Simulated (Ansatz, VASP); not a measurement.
**ZnS in VASP and in Ansatz**

```
Zn S
1.0
     0.00000    2.75770    2.75770
     2.75770    0.00000    2.75770
     2.75770    2.75770    0.00000
Zn S
1 1
Cartesian
  0.0000 0.0000 0.0000
  4.1365 4.1365 4.1365
```

Change from the starting cell: volume scaled by 1.06, crystal datasets.

Alike in both runs: task electric field gradients; functional PBEsol; k mesh 9 × 9 × 9; occupations fermi-dirac, width 0.01 eV; no spin polarisation.

|  | VASP | Ansatz |
| --- | --- | --- |
| version | VASP 6.6.1 | Ansatz 0.2.0 |
| potentials or method | VASP PAW PBE potentials, release 64 (Zn, S), cutoff 520 eV | all-electron PAW with datasets made for the crystal, scalar-relativistic |

Ansatz gave:

| Quantity | Value |
| --- | --- |
| gap on the k mesh at the Fermi level (eV) | 1.72 |
| pressure (GPa) | -5.7 |

**Question.** Which values does VASP return?

**Answer.** gap on the k mesh at the Fermi level (eV): 1.72; pressure (GPa): -5.5.

VASP's potentials were made for PBE, not for PBEsol. Ansatz ran all-electron here, and VASP with PAW potentials.
